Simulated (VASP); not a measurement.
Here is a VASP 6.6.1 calculation.

File INCAR:

```
SYSTEM = Se
ALGO = Normal
EDIFF = 1E-6
ENCUT = 520
ISIF = 2
ISMEAR = -1
LASPH = .TRUE.
LCHARG = .FALSE.
LREAL = .FALSE.
LWAVE = .FALSE.
NBANDS = 16
NELM = 80
PREC = Accurate
SIGMA = 0.03
```

Contents of KPOINTS:

```
k-points
0
G
  6 6 5
  0 0 0
```

The input POSCAR:

```
Se
1.0
    4.3661999489      0.0436619995      0.0436619995
   -2.1452875738      3.7594090740      0.0159814010
    0.0495360000      0.0495360000      4.9536000000
Se
3
Direct
    0.2254000000      0.0000000000      0.3333333333
    0.0000000000      0.2254000000      0.6666666667
    0.7746000000      0.7746000000      0.0000000000
```

Potentials or basis: VASP PAW LDA potentials, release 64 (Se).

Command:

```bash
$ cat potpaw_LDA.64/Se/POTCAR > POTCAR
$ mpirun -np 1 vasp_std > vasp.out
```

Task: Estimate the band gap on the k mesh.

Result: 1.03 eV (least direct gap 1.34 eV).

Task: Estimate the pressure.

Result: -0.9 GPa.

Forces on the atoms (eV/Å):
```
Se   0.192 -0.150 -0.302
Se  -0.227  0.389 -0.043
Se   0.035 -0.239  0.345
```

Caveat: the cell differs from its parent crystal (equal xy, yz and zx shear strains of +2 %). A k mesh can miss the band edges.
